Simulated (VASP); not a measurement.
# CuSi16 (a cell with a defect) in VASP: notebook, part 3 of 3

VASP 6.6.1. The steps go on from the part before.

## (5) Single point, PBE+D3(BJ)

The input, INCAR:

```
SYSTEM = CuSi16
PREC = Accurate ; ENCUT = 520
EDIFF = 1E-6 ; ISMEAR = 0
SIGMA = 0.02 ; LREAL = Auto
LASPH = .True. ; NELM = 100
ALGO = Normal ; ISIF = 2
LWAVE = .False. ; LCHARG = .False.
GGA = PE ; IVDW = 12
NBANDS = 52 ; NELECT = 74.0
```

The input, KPOINTS:

```
Automatic mesh
0
Gamma
  2 2 2
  0 0 0
```

The input, POSCAR:

```
CuSi16
1.0
    0.0000000000      5.4300000000      5.4300000000
    5.4300000000      0.0000000000      5.4300000000
    5.4300000000      5.4300000000      0.0000000000
Si Cu
16 1
Direct
   -0.0026382136     -0.0078522099      0.0138488950
    0.1336446593      0.1248660221      0.1171501842
    0.0056588398     -0.0052757827      0.5053483425
    0.1193554328      0.1227613260      0.6393633517
   -0.0028175875      0.4971809392      0.0138301105
    0.1202810313      0.6202359116      0.1396036832
   -0.0042161142      0.4957420810      0.5130177716
    0.1190612339      0.6190835175      0.6393494475
    0.5133887661      0.0133917127     -0.0394149171
    0.6250756906      0.1250506446      0.1170751381
    0.4951081031     -0.0049162063      0.5053758748
    0.6373101289      0.1373874770      0.5891823204
    0.4921947514      0.4973374770      0.0138487109
    0.6248641805      0.6336674954      0.1171558932
    0.4947038674      0.5057423573      0.5053298343
    0.6228046041      0.6193447514      0.6393639042
    0.3900062615     -0.1098460405      0.3314729282
```

Potentials or basis: VASP PAW PBE potentials, release 64 (Si, Cu).

Started as:

```sh
cat potpaw_PBE.64/Si/POTCAR potpaw_PBE.64/Cu/POTCAR > POTCAR
mpirun -np 1 vasp_std > vasp.out
```

OUTCAR:

```text
SYSTEM = CuSi16
   PREC = Accurate
   ENCUT = 520
   EDIFF = 1E-6
   ISMEAR = 0
   LREAL = Auto
   LASPH = .True.
   NELM = 100
   ISIF = 2
   GGA = PE
   IVDW = 12
   NELECT = 74.0
 IVDW          = 12

 ion  position               nearest neighbor table
   1  0.997  0.992  0.014-   6 2.33  10 2.34   2 2.34   4 2.35
   2  0.134  0.125  0.117-   1 2.34   5 2.34   9 2.39   3 2.43  17 2.56
   3  0.006  0.995  0.505-  12 2.32   8 2.36   4 2.36  17 2.43   2 2.43
   4  0.119  0.123  0.639-   7 2.34   1 2.35  11 2.36   3 2.36  17 2.95
   5  0.997  0.497  0.014-   6 2.33   2 2.34  14 2.34   8 2.35
   6  0.120  0.620  0.140-   1 2.33  13 2.33   5 2.33   7 2.34
   7  0.996  0.496  0.513-   8 2.34  16 2.34   4 2.34   6 2.34
   8  0.119  0.619  0.639-   7 2.34   5 2.35   3 2.36  15 2.36  17 2.96
   9  0.513  0.013  0.961-  17 2.33  12 2.33  14 2.39   2 2.39  10 2.39
  10  0.625  0.125  0.117-   1 2.34  13 2.34   9 2.39  11 2.43  17 2.56
  11  0.495  0.995  0.505-  12 2.32  16 2.36   4 2.36  17 2.43  10 2.43
  12  0.637  0.137  0.589-  11 2.32   3 2.32  15 2.32   9 2.33
  13  0.492  0.497  0.014-   6 2.33  10 2.34  14 2.34  16 2.35
  14  0.625  0.634  0.117-  13 2.34   5 2.34   9 2.39  15 2.43  17 2.56
  15  0.495  0.506  0.505-  12 2.32   8 2.36  16 2.36  17 2.43  14 2.43
  16  0.623  0.619  0.639-   7 2.34  13 2.35  11 2.36  15 2.36  17 2.95
  17  0.390  0.890  0.331-   9 2.33  11 2.43   3 2.43  15 2.43  10 2.56   2 2.56  14 2.56   4 2.95
                            16 2.95   8 2.96

  LATTYP: Found a face centered cubic cell.
 ALAT       =    10.8600000000

  Lattice vectors:

 A1 = (   0.0000000000,   5.4300000000,   5.4300000000)
 A2 = (   5.4300000000,   0.0000000000,   5.4300000000)
 A3 = (   5.4300000000,   5.4300000000,   0.0000000000)

Analysis of symmetry for initial positions (statically):
=====================================================================
 Subroutine PRICEL returns:
 Original cell was already a primitive cell.

 Routine SETGRP: Setting up the symmetry group for a
 face centered cubic supercell.

 Subroutine GETGRP returns: Found  1 space group operations
 (whereof  1 operations were pure point group operations)
[... 157 lines left out ...]
   IVDW    =    12    specifies the selected vdW correction
   LEPSILON=     F    determine dielectric tensor
   LRPA    =     F    only Hartree local field effects (RPA)
 non-spin polarized calculation
 Gauss-broadening in eV      SIGMA  =   0.02
  energy-cutoff  :      520.00
  volume of cell :      320.21
 maximum number of plane-waves:      8646
 NGX is ok and might be reduce to    60
   NGX = 29   NGY = 29   NGZ = 29

 number of electron      74.0000004 magnetization

 Free energy of the ion-electron system (eV)
  ---------------------------------------------------
  ext. energy  EPLUGINS =         0.00000000
  ---------------------------------------------------
  free energy    TOTEN  =       -94.22077329 eV

  energy without entropy =      -94.22077329  energy(sigma->0) =      -94.22077329

 E-fermi :   6.2912     XC(G=0):  -9.6085

 val. band max:        6.1942599049   @ k =   0.0000   0.0000   0.0000
 cond. band min:       6.5648169528   @ k =   0.0000   0.0000   0.0000
 fundamental gap:      0.3705570478
 Fermi energy:         6.2912392827

 k-point     1 :       0.0000    0.0000    0.0000
  band No.  band energies     occupation
      1      -5.8945      2.00000
      2      -3.5514      2.00000
      3      -3.5034      2.00000
      4      -3.4705      2.00000
      5      -3.4700      2.00000
      6      -2.0438      2.00000
[... 405 lines left out ...]
     48      10.5009      0.00000
     49      10.5074      0.00000
 [bands above 49 left out]

------------------------ aborting loop because EDIFF is reached ----------------------------------------

 Edisp (eV)   -5.66942

 E8    (eV) :    -2.3513

  FORCE on cell =-STRESS in cart. coord.  units (eV):
  Direction    XX          YY          ZZ          XY          YZ          ZX
  --------------------------------------------------------------------------------------
  -------------------------------------------------------------------------------------
  Total      -7.71919    -7.71638    -7.70535     0.25744    -0.23669    -0.23798
  in kB     -38.62361   -38.60955   -38.55435     1.28811    -1.18431    -1.19076
  external pressure =      -38.60 kB  Pullay stress =        0.00 kB

 VOLUME and BASIS-vectors are now :
 -----------------------------------------------------------------------------
  energy-cutoff  :      520.00
  volume of cell :      320.21
      direct lattice vectors                 reciprocal lattice vectors
     0.000000000  5.430000000  5.430000000    -0.092081031  0.092081031  0.092081031
     5.430000000  0.000000000  5.430000000     0.092081031 -0.092081031  0.092081031
     5.430000000  5.430000000  0.000000000     0.092081031  0.092081031 -0.092081031

 POSITION                                       TOTAL-FORCE (eV/Angst)
 -----------------------------------------------------------------------------------
      5.46256      5.49087     10.80304         0.001143     -0.003125      0.003723
      1.31415      1.36182      1.40371         0.004672     -0.004732     -0.003254
      8.14539      2.77477      5.43208         0.003028     -0.010060     -0.001199
      4.13834      4.11984      1.31469        -0.003090     -0.001533      0.001045
      2.77479      5.48980      8.11439        -0.003469     -0.003408     -0.002115
      4.12593      1.41117      4.02101         0.000045      0.000163      0.001125
[... 9 lines left out ...]
      6.83479      6.85358      6.74487        -0.001511     -0.003264      0.000876
      6.63343      3.91763      6.95127         0.010449      0.010828     -0.013625
 -----------------------------------------------------------------------------------
    total drift:                               -0.002215     -0.002304      0.003613

  FREE ENERGIE OF THE ION-ELECTRON SYSTEM (eV)
  ---------------------------------------------------
  free  energy   TOTEN  =       -99.8901907289 eV

  energy  without entropy=      -99.8901907289  energy(sigma->0) =      -99.89019073
```

Run time: 4 min. Hardware: 1 thread of AMD EPYC 9R45 (Zen 5), shared host; peak memory 0.46 GiB.

What came out:

```
Free energy                : -99.8902 eV
Largest force              : 0.020 eV/Å
Dispersion energy per atom : -0.333 eV
```

Forces on the atoms (eV/Å):
```
Si   0.001 -0.003  0.004
Si   0.005 -0.005 -0.003
Si   0.003 -0.010 -0.001
Si  -0.003 -0.002  0.001
Si  -0.003 -0.003 -0.002
Si   0.000  0.000  0.001
Si   0.001  0.001 -0.001
Si   0.000  0.000  0.003
Si  -0.004 -0.004  0.004
Si   0.003  0.003  0.006
Si   0.003  0.003  0.006
Si   0.003  0.004 -0.003
Si  -0.003  0.001  0.004
Si  -0.005  0.004 -0.003
Si  -0.010  0.003 -0.001
Si  -0.002 -0.003  0.001
Cu   0.010  0.011 -0.014
```

Levels at points of the mesh, in eV from the Fermi level:
```csv
k point,band 33,band 34,band 35,band 36,band 37,band 38,band 39,band 40,band 41,band 42
"(0.00, 0.00, 0.00)",-0.80,-0.80,-0.56,-0.10,-0.10,0.27,0.70,0.70,0.73,0.74
"(0.50, 0.00, 0.00)",-1.92,-0.80,-0.75,-0.67,-0.58,0.68,1.18,1.37,1.42,1.59
"(0.00, 0.50, 0.00)",-1.92,-0.80,-0.75,-0.67,-0.58,0.68,1.18,1.37,1.42,1.59
"(0.00, 0.00, 0.50)",-1.91,-0.83,-0.82,-0.63,-0.63,0.51,1.35,1.42,1.43,1.53
"(0.50, 0.50, 0.50)",-1.92,-0.80,-0.75,-0.67,-0.59,0.68,1.18,1.37,1.41,1.59
"(0.50, 0.50, 0.00)",-1.73,-1.43,-1.34,-1.32,-0.87,0.76,1.15,2.11,2.16,2.23
"(0.00, 0.50, 0.50)",-1.74,-1.43,-1.34,-1.32,-0.87,0.76,1.15,2.11,2.16,2.23
"(0.50, 0.00, 0.50)",-1.74,-1.43,-1.34,-1.32,-0.87,0.76,1.15,2.11,2.16,2.23
```

Caveat: the k points lie up to 0.50 Å⁻¹ apart; the cell carries a net charge on a neutralising background, which shifts energy and pressure; the cell is charged against a uniform background, so pressure and absolute levels hang on convention.
